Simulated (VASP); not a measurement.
LuHg, 2 atoms in the cell. It takes space group Pm-3m (No. 221, cubic). The conventional cell has a = 3.618 Å, b = 3.618 Å, c = 3.618 Å, α = 90.00°, β = 90.00°, γ = 90.00°. Within 4.1 Å of Lu (site symmetry m-3m) lie 8 Hg at 3.13 Å and 6 Lu at 3.62 Å. Hg (site symmetry m-3m) has 8 Lu at 3.13 Å and 6 Hg at 3.62 Å within 4.1 Å. 

```yaml
Program: VASP 6.6.1
Task: single point
Functional: r2SCAN
Potentials_or_basis: VASP PAW PBE potentials, release 64 (Lu, Hg)
Cutoff: 520 eV
k_mesh: 10 × 10 × 10
Occupations: fermi-dirac, width 0.1 eV
Spin: no spin polarisation
Dipole_correction: no
Further_INCAR_settings: ALGO = Normal; EDIFF = 1e-06; NBANDS = 26
```

Potentials or basis: VASP PAW PBE potentials, release 64 (Lu, Hg).

Run with:

```sh
$ cat potpaw_PBE.64/Lu/POTCAR potpaw_PBE.64/Hg/POTCAR > POTCAR
$ cp INCAR.step1 INCAR
$ mpirun -np 1 vasp_std > vasp.out
$ cp INCAR.step2 INCAR
$ mpirun -np 1 vasp_std > vasp.out
```

Hardware: 1 thread of Intel(R) Xeon(R) Platinum 8488C (Sapphire Rapids), with other jobs on the host.

Estimate the wall time of this run.

It took 2.5 min on 1 thread of Intel(R) Xeon(R) Platinum 8488C (Sapphire Rapids), with other jobs on the host, peak memory 0.23 GiB. Counts: k points 56.
